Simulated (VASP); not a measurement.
Write the native input for VASP 6.6.1 that does the following.

| Property | Result |
| --- | --- |
| Task | single point |
| Functional | PBE |
| Potentials or basis | VASP PAW PBE potentials, release 64 (B, N) |
| Cutoff | 520 eV |
| k mesh | 6 × 6 × 6 |
| Occupations | gaussian, width 0.05 eV |
| Spin | no spin polarisation |
| Dipole correction | no |
| Further INCAR settings | ALGO = Normal; EDIFF = 1e-06; NBANDS = 16 |

The structure of BN lies in POSCAR:

```
BN
1.0
    0.0000000000     -1.8123937734     -1.8123937734
   -1.8123937734      0.0000000000     -1.8123937734
    1.8123937734      1.8123937734     -3.6247875468
B N
2 2
Direct
   -0.0162210955      0.0116717570      0.0000000000
    0.5162210955      0.4883282430      0.5000000000
    0.3583998934      0.3869444714      0.8750000000
    0.8916001066      0.8630555286      0.3750000000
```

This cell differs from its parent crystal: mode 4 frozen in at -0.017 Å and mode 5 at +0.034 Å (largest displacements).

One way to write it, as run:

INCAR

```
PREC     = Accurate       # precision mode
ENCUT    = 520            # plane-wave cutoff, eV
EDIFF    = 1E-6           # SCF threshold, eV
ISMEAR   = 0              # smearing method
SIGMA    = 0.05           # smearing width, eV
LREAL    = False          # projectors in reciprocal space
LASPH    = True           # aspherical terms in the spheres
NELM     = 100            # most SCF steps
ALGO     = Normal         # electronic algorithm
ISIF     = 2              # what is computed and relaxed
LWAVE    = False          # write WAVECAR
LCHARG   = False          # write CHGCAR
GGA      = PE             # functional
NBANDS   = 16             # bands
```

KPOINTS

```
regular mesh
0
Gamma
  6 6 6
```

Potentials or basis: VASP PAW PBE potentials, release 64 (B, N).

Launch:

```console
$ cat potpaw_PBE.64/B/POTCAR potpaw_PBE.64/N/POTCAR > POTCAR
$ mpirun -np 1 vasp_std > vasp.out
```

It gave:

- Pressure: 0.2 GPa
- Largest force: 0.458 eV/Å
- Band gap on the k mesh: 4.42 eV

Caveat: the k points lie up to 0.48 Å⁻¹ apart; the cell differs from its parent crystal (mode 4 frozen in at -0.017 Å and mode 5 at +0.034 Å (largest displacements)).

Run time: 80 s on 1 thread of AMD EPYC 7R13, on a shared host, peak memory 0.12 GiB.
